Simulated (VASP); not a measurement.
Wanted: the native input for a VASP 6.6.1 run.

| Quantity | Value |
| --- | --- |
| Task | single point |
| Functional | PBEsol |
| Potentials or basis | VASP PAW PBE potentials, release 64 (Pb_d, Se) |
| Cutoff | 500 eV |
| k mesh | 6 × 6 × 6 |
| Occupations | gaussian, width 0.01 eV |
| Spin | no spin polarisation |
| Dipole correction | no |
| Further INCAR settings | ALGO = Normal; EDIFF = 1e-06; NBANDS = 17 |

The structure of PbSe (Clausthalite) lies in POSCAR:

```
PbSe
1.0
    0.0000000000      3.0606500000      3.0606500000
    3.0606500000      0.0000000000      3.0606500000
    3.0606500000      3.0606500000      0.0000000000
Pb Se
1 1
Direct
    0.0000000000      0.0000000000      0.0000000000
    0.5000000000      0.5000000000      0.5000000000
```

These files were run (other wordings do the same):

INCAR

```
PREC = Accurate ; ENCUT = 500
EDIFF = 1E-6 ; ISMEAR = 0
SIGMA = 0.01 ; LREAL = F
LASPH = T ; NELM = 120
ALGO = Normal ; ISIF = 2
LWAVE = F ; LCHARG = T
GGA = PS ; LELF = T
LVHAR = T ; NBANDS = 17
GGA_COMPAT = F
```

KPOINTS

```
regular mesh
0
Gamma
  6 6 6
```

Potentials or basis: VASP PAW PBE potentials, release 64 (Pb_d, Se).

Launch:

```bash
$ cat potpaw_PBE.64/Pb_d/POTCAR potpaw_PBE.64/Se/POTCAR > POTCAR
$ mpirun -np 1 vasp_std > vasp.out
```

It gave:

- Pressure: -0.5 GPa
- Band gap on the k mesh: 0.20 eV, direct

Caveat: the PAW data sets were made with another functional, which shifts forces and pressure a little; spin-orbit coupling is left out, which moves the levels of the heavy elements.

Wall time 34 s on 1 thread of AMD EPYC 7R13, on a shared host, peak memory 0.15 GiB.
